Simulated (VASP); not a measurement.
Here is a VASP 6.6.1 calculation.

File INCAR:

```
SYSTEM = Ru
  PREC = Accurate
  ENCUT = 520
  EDIFF = 1E-6
  ISMEAR = 0
  SIGMA = 0.1
  LREAL = .FALSE.
  LASPH = .TRUE.
  NELM = 80
  ALGO = Normal
  ISIF = 2
  LWAVE = .FALSE.
  LCHARG = .FALSE.
  GGA = PE
  NBANDS = 21
```

KPOINTS

```
regular mesh
0
G
  18 18 10
  0 0 0
```

POSCAR

```
Ru
1.0
    2.6792723833      0.0000000000      0.0000000000
   -1.3396361917      2.3203179476      0.0000000000
    0.0000000000      0.0000000000      4.2405258494
Ru
2
Direct
    0.3333333333      0.6666666667      0.2500000000
    0.6666666667      0.3333333333      0.7500000000
```

Potentials or basis: VASP PAW PBE potentials, release 64 (Ru_pv).

Launch:

```console
$ cat potpaw_PBE.64/Ru_pv/POTCAR > POTCAR
$ mpirun -np 1 vasp_std > vasp.out
```

Problem. Predict the pressure.

Solution. 14.9 GPa.

Problem. What does it give for the band gap on the k mesh?

Solution. Zero (bands 14 and 15 overlap by 3.27 eV).

Caveat: the cell stands under pressure.
